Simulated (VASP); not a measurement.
Here is a VASP 6.6.1 calculation.

Contents of INCAR:

```
SYSTEM = Ru
PREC = Accurate
ENCUT = 600
EDIFF = 1E-6
ISMEAR = -1
SIGMA = 0.1
LREAL = .False.
LASPH = .True.
NELM = 100
ALGO = Normal
ISIF = 3
LWAVE = .False.
LCHARG = .False.
GGA = PS
IBRION = 2
NSW = 60
EDIFFG = -0.005
PSTRESS = 520.0
```

Contents of KPOINTS:

```
regular mesh
0
Gamma
  19 19 19
  0 0 0
```

The input POSCAR:

```
Ru
1.0
   -1.4485631434      1.4485631434      1.4485631434
    1.4485631434     -1.4485631434      1.4485631434
    1.4485631434      1.4485631434     -1.4485631434
Ru
1
Direct
    0.0000000000      0.0000000000      0.0000000000
```

Potentials or basis: VASP PAW PBE potentials, release 64 (Ru_pv).

Command:

```bash
$ cat potpaw_PBE.64/Ru_pv/POTCAR > POTCAR
$ mpirun -np 1 vasp_std > vasp.out
```

What does it give for the relaxed cell?

a = 2.509 Å, b = 2.509 Å, c = 2.509 Å, α = 109.47°, β = 109.47°, γ = 109.47°.

Predict the space group after relaxing (to 0.05 Å).

Im-3m (No. 229).

Final structure:
```
CELL_PARAMETERS angstrom
-1.44864 1.44864 1.44864
1.44864 -1.44864 1.44864
1.44864 1.44864 -1.44864
ATOMIC_POSITIONS crystal
Ru 0.00000 0.00000 0.00000
```
